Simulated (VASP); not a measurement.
# B3As4 (P-42m) in VASP: single point with PBE

Aim: the single point of B3As4 with PBE.

Program: VASP 6.6.1. These are calculated values, not measurements. Logs are shortened: lines on timing, memory, paths and dates and some standing lists are left out, and cuts for length are marked.

## (1) The cell of the first run

Symmetry: P-42m, No. 111, tetragonal system. The conventional cell has a = 4.501 Å, b = 4.501 Å, c = 5.731 Å, α = 90.00°, β = 90.00°, γ = 90.00°. B (site symmetry -42m) has 4 As at 1.99 Å within 2.6 Å. B (site symmetry -42m) has 4 As at 2.19 Å and 2 B at 2.87 Å within 2.9 Å. B (site symmetry -42m) has 4 As at 2.11 Å within 2.8 Å. As (site symmetry m) has 3 B at 1.99 to 2.19 Å within 2.6 Å.

The cell was generated, and may not be a known phase.

## (2) Single point, PBE

Input file INCAR:

```
SYSTEM = B3As4
PREC = Accurate
ENCUT = 500
EDIFF = 1E-6
ISMEAR = 0
SIGMA = 0.2
LREAL = .False.
LASPH = .True.
NELM = 120
ALGO = Normal
ISIF = 2
LWAVE = .False.
LCHARG = .False.
GGA = PE
NBANDS = 24
GGA_COMPAT = .False.
```

Input file KPOINTS:

```
regular mesh
0
Gamma
  4 4 3
  0 0 0
```

Input file POSCAR:

```
B3As4
1.0
    4.5008746489      0.0000000000      0.0000000000
    0.0000000000      4.5008746489      0.0000000000
    0.0000000000      0.0000000000      5.7305781461
B As
3 4
Direct
    0.0000000000      0.0000000000      0.0000000000
    0.0000000000      0.0000000000      0.5000000000
    0.5000000000      0.5000000000      0.0000000000
    0.2381656902      0.2381656902      0.2247624923
    0.7618343098      0.7618343098      0.2247624923
    0.7618343098      0.2381656902      0.7752375077
    0.2381656902      0.7618343098      0.7752375077
```

Potentials or basis: VASP PAW PBE potentials, release 64 (B, As).

Run with:

```console
cat potpaw_PBE.64/B/POTCAR potpaw_PBE.64/As/POTCAR > POTCAR
mpirun -np 1 vasp_std > vasp.out
```

OUTCAR:

```text
SYSTEM = B3As4
   PREC = Accurate
   ENCUT = 500
   EDIFF = 1E-6
   ISMEAR = 0
   LREAL = .False.
   LASPH = .True.
   NELM = 120
   ISIF = 2
   GGA = PE

 ion  position               nearest neighbor table
   1  0.000  0.000  0.000-   4 1.99   5 1.99   6 1.99   7 1.99
   2  0.000  0.000  0.500-   4 2.19   5 2.19   6 2.19   7 2.19
   3  0.500  0.500  0.000-   4 2.11   5 2.11   6 2.11   7 2.11
   4  0.238  0.238  0.225-   1 1.99   3 2.11   2 2.19
   5  0.762  0.762  0.225-   1 1.99   3 2.11   2 2.19
   6  0.762  0.238  0.775-   1 1.99   3 2.11   2 2.19
   7  0.238  0.762  0.775-   1 1.99   3 2.11   2 2.19

  LATTYP: Found a simple tetragonal cell.
 ALAT       =     4.5008746489
 C/A-ratio  =     1.2732143401

  Lattice vectors:

 A1 = (   4.5008746489,   0.0000000000,   0.0000000000)
 A2 = (   0.0000000000,   4.5008746489,   0.0000000000)
 A3 = (   0.0000000000,   0.0000000000,   5.7305781461)

Analysis of symmetry for initial positions (statically):
=====================================================================
 Subroutine PRICEL returns:
 Original cell was already a primitive cell.

 Routine SETGRP: Setting up the symmetry group for a
 simple tetragonal supercell.

 Subroutine GETGRP returns: Found  8 space group operations
 (whereof  8 operations were pure point group operations)
 out of a pool of 16 trial point group operations.

The static configuration has the point symmetry D_2d.

Analysis of symmetry for dynamics (positions and initial velocities):
=====================================================================
 Subroutine PRICEL returns:
 Original cell was already a primitive cell.

 Routine SETGRP: Setting up the symmetry group for a
 simple tetragonal supercell.

 Subroutine GETGRP returns: Found  8 space group operations
 (whereof  8 operations were pure point group operations)
 out of a pool of 16 trial point group operations.

The dynamic configuration has the point symmetry D_2d.

 Subroutine INISYM returns: Found  8 space group operations
 (whereof  8 operations are pure point group operations),
 and found     1 'primitive' translations

[... 90 lines left out ...]
   NELM   =    120;   NELMIN=  2; NELMDL= -5     # of ELM steps
   EDIFF  = 0.1E-05   stopping-criterion for ELM
   LREAL  =      F    real-space projection
   EDIFFG = 0.1E-04   stopping-criterion for IOM
   NSW    =      0    number of steps for IOM
   IBRION =     -1    ionic relax: 0-MD 1-quasi-New 2-CG
   NFREE  =      0    steps in history (QN), initial steepest desc. (CG)
   ISIF   =      2    stress and relaxation
   ISYM   =      2    0-nonsym 1-usesym 2-fastsym
   POTIM  = 0.5000    time-step for ionic-motion
   TEBEG  =    0.0;   TEEND  =   0.0 temperature during run
   PSTRESS=    0.0 pullay stress
   NELECT =      29.0000    total number of electrons
   NUPDOWN=      -1.0000    fix difference up-down
   EMIN   =  10.00;   EMAX   =-10.00  energy-range for DOS
   EFERMI =   0.00;   METHOD = LEGACY
   ISMEAR =     0;   SIGMA  =   0.20  broadening in eV -4-tet -1-fermi 0-gaus
   EFERMI_NEDOS =   21; number of points for ismear=-14 and -15
   IALGO  =     38    algorithm
   IMIX   =      4    mixing-type and parameters
     AMIX     =   0.40;   BMIX     =  1.00
     AMIX_MAG =   1.60;   BMIX_MAG =  1.00
  volume/ion in A,a.u.               =      16.58       111.92
  Fermi-wavevector in a.u.,A,eV,Ry     =   1.031043  1.948389 14.463666  1.063049
  Thomas-Fermi vector in A             =   2.165171
   LORBIT       =      0    0 simple, 1 ext, 2 COOP (PROOUT), +10 PAW based schemes
   GGA     = PE    functional components
   LHFCALC =     F    Hartree Fock is set to
   AEXX    =    0.0000 exact exchange contribution
   IVDW    =     0    specifies the selected vdW correction
   LEPSILON=     F    determine dielectric tensor
   LRPA    =     F    only Hartree local field effects (RPA)
 non-spin polarized calculation
 Gauss-broadening in eV      SIGMA  =   0.20
  energy-cutoff  :      500.00
  volume of cell :      116.09
 maximum number of plane-waves:      2961
 NGX is ok and might be reduce to    36
   NGX = 17   NGY = 17   NGZ = 21

 number of electron      29.0000000 magnetization

 Free energy of the ion-electron system (eV)
  ---------------------------------------------------
  ext. energy  EPLUGINS =         0.00000000
  ---------------------------------------------------
  free energy    TOTEN  =       -34.51608179 eV

  energy without entropy =      -34.47782473  energy(sigma->0) =      -34.49695326

 E-fermi :   4.4601     XC(G=0):  -9.9599

 val. band max:        4.4118561394   @ k =   0.5000   0.5000   0.3333
 cond. band min:       4.6377703792   @ k =   0.0000   0.0000   0.3333
 fundamental gap:      0.2259142399
 Fermi energy:         4.4600895652

 k-point     1 :       0.0000    0.0000    0.0000
  band No.  band energies     occupation
      1     -10.0595      2.00000
      2      -7.2539      2.00000
      3      -5.3856      2.00000
      4      -5.3856      2.00000
      5      -4.5138      2.00000
      6      -2.7838      2.00000
[... 313 lines left out ...]
     23      10.7970      0.00000
     24      10.7970      0.00000

------------------------ aborting loop because EDIFF is reached ----------------------------------------

  FORCE on cell =-STRESS in cart. coord.  units (eV):
  Direction    XX          YY          ZZ          XY          YZ          ZX
  --------------------------------------------------------------------------------------
  -------------------------------------------------------------------------------------
  Total        0.2626120      0.2626120      0.7704852      0.0000000     -0.0000000      0.0000000
  in kB        3.6243728      3.6243728     10.6336554      0.0000000     -0.0000000      0.0000000
  external PRESSURE =       5.9608003 kB  Pullay stress =       0.0000000 kB

 VOLUME and BASIS-vectors are now :
 -----------------------------------------------------------------------------
  energy-cutoff  :      500.00
  volume of cell :      116.09
      direct lattice vectors                 reciprocal lattice vectors
     4.500874649  0.000000000  0.000000000     0.222179038  0.000000000  0.000000000
     0.000000000  4.500874649  0.000000000     0.000000000  0.222179038  0.000000000
     0.000000000  0.000000000  5.730578146     0.000000000  0.000000000  0.174502463

 POSITION                                       TOTAL-FORCE (eV/Angst)
 -----------------------------------------------------------------------------------
      0.00000      0.00000      0.00000         0.000000      0.000000     -0.000000
      0.00000      0.00000      2.86529        -0.000000     -0.000000     -0.000000
      2.25044      2.25044      0.00000         0.000000      0.000000     -0.000000
      1.07195      1.07195      1.28802         0.020601      0.020601      0.042884
      3.42892      3.42892      1.28802        -0.020601     -0.020601      0.042884
      3.42892      1.07195      4.44256        -0.020601      0.020601     -0.042884
      1.07195      3.42892      4.44256         0.020601     -0.020601     -0.042884
 -----------------------------------------------------------------------------------
    total drift:                                0.000000      0.000000      0.000000

  FREE ENERGIE OF THE ION-ELECTRON SYSTEM (eV)
  ---------------------------------------------------
  free  energy   TOTEN  =       -34.5160817946 eV

  energy  without entropy=      -34.4778247283  energy(sigma->0) =      -34.49695326
```

OSZICAR:

```text
N       E                     dE             d eps       ncg     rms          rms(c)
DAV:   1     0.887174398381E+02    0.88717E+02   -0.11624E+04   576   0.993E+02
DAV:   2    -0.297899634940E+02   -0.11851E+03   -0.11160E+03   712   0.167E+02
DAV:   3    -0.366700602814E+02   -0.68801E+01   -0.67682E+01   768   0.396E+01
DAV:   4    -0.367501195318E+02   -0.80059E-01   -0.80000E-01   704   0.462E+00
DAV:   5    -0.367512409719E+02   -0.11214E-02   -0.11213E-02   776   0.503E-01    0.856E+00
DAV:   6    -0.344925875882E+02    0.22587E+01   -0.49022E+00   608   0.122E+01    0.364E+00
DAV:   7    -0.345354231351E+02   -0.42836E-01   -0.15244E+00   760   0.535E+00    0.189E+00
DAV:   8    -0.345177207824E+02    0.17702E-01   -0.80918E-02   656   0.155E+00    0.729E-01
DAV:   9    -0.345157699800E+02    0.19508E-02   -0.18397E-02   640   0.694E-01    0.910E-02
DAV:  10    -0.345159713569E+02   -0.20138E-03   -0.17466E-03   712   0.192E-01    0.552E-02
DAV:  11    -0.345160715130E+02   -0.10016E-03   -0.19229E-04   728   0.725E-02    0.151E-02
DAV:  12    -0.345160818851E+02   -0.10372E-04   -0.27000E-05   712   0.270E-02    0.960E-03
DAV:  13    -0.345160820307E+02   -0.14555E-06   -0.10499E-05   752   0.146E-02    0.292E-03
DAV:  14    -0.345160817946E+02    0.23612E-06   -0.10846E-06   448   0.522E-03
   1 F= -.34516082E+02 E0= -.34496953E+02  d E =-.382571E-01
```

Run time: 31 s. Hardware: 1 thread of Intel Xeon Platinum 8375C at 2.90GHz (Ice Lake), shared host; peak memory 0.22 GiB.

What came out:

* Free energy: -34.5161 eV
* Pressure: 0.6 GPa
* Largest force: 0.052 eV/Å
* Band gap on the k mesh: zero (an odd number of electrons rules out a gap without spin polarisation)

Forces on the atoms (eV/Å):
```
B    0.000  0.000  0.000
B    0.000  0.000  0.000
B    0.000  0.000  0.000
As   0.021  0.021  0.043
As  -0.021 -0.021  0.043
As  -0.021  0.021 -0.043
As   0.021 -0.021 -0.043
```

Levels at points of the mesh, in eV from the Fermi level:
| k point | band 11 | band 12 | band 13 | band 14 | band 15 | band 16 | band 17 | band 18 | band 19 | band 20 |
| --- | --- | --- | --- | --- | --- | --- | --- | --- | --- | --- |
| (0.00, 0.00, 0.00) | -1.70 | -1.70 | -1.21 | -1.02 | -0.57 | 1.06 | 1.06 | 2.82 | 2.88 | 2.88 |
| (0.50, 0.00, 0.00) | -2.48 | -1.34 | -1.12 | -0.82 | -0.74 | -0.16 | 1.04 | 2.04 | 2.99 | 4.23 |
| (0.50, 0.50, 0.00) | -3.57 | -2.47 | -0.60 | -0.60 | 1.39 | 2.99 | 3.19 | 3.39 | 3.88 | 3.88 |

Caveat: the k points lie up to 0.37 Å⁻¹ apart, too coarse for converged energies and pressures of a metal.

The gap in the log of VASP goes by the Fermi energy; the results here count the filled bands.